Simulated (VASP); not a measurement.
# Bi: single point with PBE

Bi:

```
Bi
1.0
     0.00000    1.99709    1.99709
     1.99709    0.00000    1.99709
     1.99709    1.99709    0.00000
Bi
1
Direct
  0.00000 0.00000 0.00000
```

This cell differs from its parent crystal: volume scaled by 0.5.

```json
{
  "Program": "VASP 6.6.1",
  "Task": "single point",
  "Functional": "PBE",
  "Potentials or basis": "VASP PAW PBE potentials, release 64 (Bi_d)",
  "Cutoff": "520 eV",
  "k mesh": "14 × 14 × 14",
  "Occupations": "fermi-dirac, width 0.05 eV",
  "Spin": "no spin polarisation",
  "Dipole correction": "no",
  "Further INCAR settings": "ALGO = Normal; EDIFF = 1e-06; NBANDS = 14"
}
```

The pressure is 178.2 GPa.

Levels at points of the mesh, in eV from the Fermi level:
```csv
k point,band 5,band 6,band 7,band 8,band 9,band 10
"(0.00, 0.00, 0.00)",-24.31,-21.01,6.94,9.45,9.45,9.45
"(0.50, 0.00, 0.00)",-23.81,-12.60,-10.96,6.44,6.44,6.60
"(0.50, 0.50, 0.00)",-23.68,-9.36,-9.31,-0.28,-0.28,5.56
```

Wall time 34 s on 1 thread of Intel(R) Xeon(R) Platinum 8375C CPU @ 2.90GHz (Ice Lake), with other jobs on the host, peak memory 0.15 GiB.

Caveat: spin-orbit coupling is left out, which moves the levels of the heavy elements.
